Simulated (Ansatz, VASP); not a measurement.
**C: VASP beside Ansatz**

```xyz
8
Lattice="2.4315 0.0000 0.0000 -1.2157 2.1057 0.0000 0.0000 0.0000 8.5979" Properties=species:S:1:pos:R:3 pbc="T T T"
C     0.0000    0.0000    0.8619
C     0.0000    0.0000    5.1608
C     0.0000    0.0000    3.4371
C     0.0000    0.0000    7.7360
C     0.0000    1.4038    1.2885
C     1.2157    0.7019    5.5875
C     0.0000    1.4038    3.0104
C     1.2157    0.7019    7.3094
```

Change from the starting cell: mode 21 frozen in at +0.060 Å, strain +e along z and -e/2 along x and y +0.0467.

Alike in both runs: task single point; functional LDA; k mesh 12 × 12 × 4; occupations gaussian, width 0.05 eV; no spin polarisation.

|  | VASP | Ansatz |
| --- | --- | --- |
| version | VASP 6.6.1 | Ansatz 0.2.0 |
| potentials or method | VASP PAW LDA potentials, release 64 (C), cutoff 520 eV | scalar-relativistic, plane waves, PAW |
| valence electrons in the cell | 32 | 32 |

Ansatz gave:

- gap on the k mesh at the Fermi level (eV): 0.44
- least direct gap on the mesh (eV): 0.44
- pressure (GPa): 14.0
- traceless stress, the component that is largest in VASP (GPa): -45.61
- rms of the force components (eV/Å): 1.521

Q: Estimate VASP's values.

A: gap on the k mesh at the Fermi level (eV): 0.45; least direct gap on the mesh (eV): 0.45; pressure (GPa): 15.8; traceless stress, the component that is largest in VASP (GPa): -46.29; rms of the force components (eV/Å): 1.540.

Ansatz warns that its potentials were made for another functional, while VASP's fit it. LDA's correlation is that of Perdew and Zunger in VASP and of Perdew and Wang (1992) in Ansatz. Atom by atom the forces differ by 0.019 eV/Å (rms over components).
